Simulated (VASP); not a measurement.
A run of VASP 6.6.1 is set up as follows.

Contents of POSCAR:

```
MgI2
1.0
    4.1572130713      0.0000000000      0.0000000000
   -2.0786065356      3.6002521287      0.0000000000
    0.0000000000      0.0000000000      6.8733252316
Mg I
1 2
Direct
    0.0000000000      0.0000000000      0.0000000000
    0.3333333333      0.6666666667      0.2426220932
    0.6666666667      0.3333333333      0.7573779068
```

The input INCAR.step1:

```
SYSTEM = MgI2
PREC = Accurate
ENCUT = 520
ISMEAR = 0
SIGMA = 0.01
LREAL = .FALSE.
LASPH = .TRUE.
NELM = 60
NBANDS = 15
GGA = PE
ALGO = Normal
EDIFF = 1E-4
LWAVE = .TRUE.
LCHARG = .FALSE.
```

The input INCAR.step2:

```
SYSTEM = MgI2
PREC = Accurate
ENCUT = 520
EDIFF = 1E-6
ISMEAR = 0
SIGMA = 0.01
LREAL = .FALSE.
LASPH = .TRUE.
NELM = 60
ALGO = Normal
ISIF = 2
LWAVE = .FALSE.
LCHARG = .FALSE.
METAGGA = R2SCAN
LMIXTAU = .TRUE.
NBANDS = 15
ISTART = 1
```

File KPOINTS:

```
Automatic mesh
0
G
  12 12 4
  0 0 0
```

Potentials or basis: VASP PAW PBE potentials, release 64 (Mg, I).

Launch:

```bash
$ cat potpaw_PBE.64/Mg/POTCAR potpaw_PBE.64/I/POTCAR > POTCAR
$ cp INCAR.step1 INCAR
$ mpirun -np 1 vasp_std > vasp.out
$ cp INCAR.step2 INCAR
$ mpirun -np 1 vasp_std > vasp.out
```

Q: Estimate the pressure.

A: 0.5 GPa.

Q: What does it give for the band gap on the k mesh?

A: 4.10 eV (least direct gap 4.48 eV).

Q: What does it give for the largest force?

A: 0.043 eV/Å.

Stress tensor (GPa, compression positive):
```
0.48 0.00 0.00
0.00 0.48 0.00
0.00 0.00 0.56
```

Caveat: the PAW data sets were made with another functional, which shifts forces and pressure a little; spin-orbit coupling is left out, which moves the levels of the heavy elements. A k mesh can miss the band edges.
